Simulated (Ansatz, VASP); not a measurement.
**GaP in VASP and in Ansatz**

Contents of POSCAR:

```
GaP
1.0
    0.0000000000      2.7252500000      2.9432700000
    2.7252500000      0.0000000000      2.9432700000
    2.7252500000      2.7252500000      0.0000000000
Ga P
1 1
Direct
    0.0000000000      0.0000000000      0.0000000000
    0.7500000000      0.7500000000      0.7500000000
```

File INCAR.step1:

```
PREC     = Accurate       # precision mode
ENCUT    = 520            # plane-wave cutoff, eV
ISMEAR   = 0              # smearing method
SIGMA    = 0.05           # smearing width, eV
LREAL    = F              # projectors in reciprocal space
LASPH    = T              # aspherical terms in the spheres
NELM     = 60             # most SCF steps
NBANDS   = 16             # bands
GGA      = PE             # functional
ALGO     = Normal         # electronic algorithm
EDIFF    = 1E-4           # SCF threshold, eV
LWAVE    = T              # write WAVECAR
LCHARG   = F              # write CHGCAR
```

INCAR.step2

```
PREC     = Accurate       # precision mode
ENCUT    = 520            # plane-wave cutoff, eV
EDIFF    = 1E-6           # SCF threshold, eV
ISMEAR   = 0              # smearing method
SIGMA    = 0.05           # smearing width, eV
LREAL    = F              # projectors in reciprocal space
LASPH    = T              # aspherical terms in the spheres
NELM     = 60             # most SCF steps
ALGO     = Normal         # electronic algorithm
ISIF     = 2              # what is computed and relaxed
LWAVE    = F              # write WAVECAR
LCHARG   = T              # write CHGCAR
METAGGA  = R2SCAN         # meta-GGA
LMIXTAU  = T            
LELF     = T              # ELF
LVHAR    = T            
NBANDS   = 16             # bands
ISTART   = 1
```

Contents of KPOINTS:

```
regular mesh
0
Gamma
  8 8 8
```

Input for Ansatz:

```yaml
crystal:
  lattice:
    - [0.0, 2.72525, 2.94327]
    - [2.72525, 0.0, 2.94327]
    - [2.72525, 2.72525, 0.0]
  atoms:
    - { symbol: Ga, position: [0.0, 0.0, 0.0] }
    - { symbol: P, position: [0.75, 0.75, 0.75] }
basis:
  ecutwfc: 500
kpoints:
  mp_grid: { grid: [8, 8, 8] }
hamiltonian:
  xc: r2scan
scf:
  occupations: { method: gaussian, width: 0.05 }
output:
  forces: true
  stress: true
  eigenvalues: true
  write_density: true
  write_potential: true
  elf: true
  volumetric_format: npy
```

Change from the starting cell: strain +0.000 along x and y, +0.080 along z, atoms carried along.

Alike in both runs: task single point; functional r2SCAN; k mesh 8 × 8 × 8; occupations gaussian, width 0.05 eV; no spin polarisation.

|  | VASP | Ansatz |
| --- | --- | --- |
| version | VASP 6.6.1 | Ansatz 0.2.0 |
| potentials or method | VASP PAW PBE potentials, release 64 (Ga_d, P), cutoff 520 eV | scalar-relativistic, plane waves, PAW |
| valence electrons in the cell | 18 | 18 |

|  | VASP | Ansatz | Ansatz less VASP |
| --- | --- | --- | --- |
| gap on the k mesh at the Fermi level (eV) | 1.46 | 1.48 | +0.019 |
| least direct gap on the mesh (eV) | 1.46 | 1.48 | +0.019 |
| pressure (GPa) | -5.8 | -5.7 | +0.06 |
| traceless stress, the component that is largest in VASP (GPa) | -4.59 | -4.58 | +0.011 |

VASP's potentials were made for PBE, not for r2SCAN.
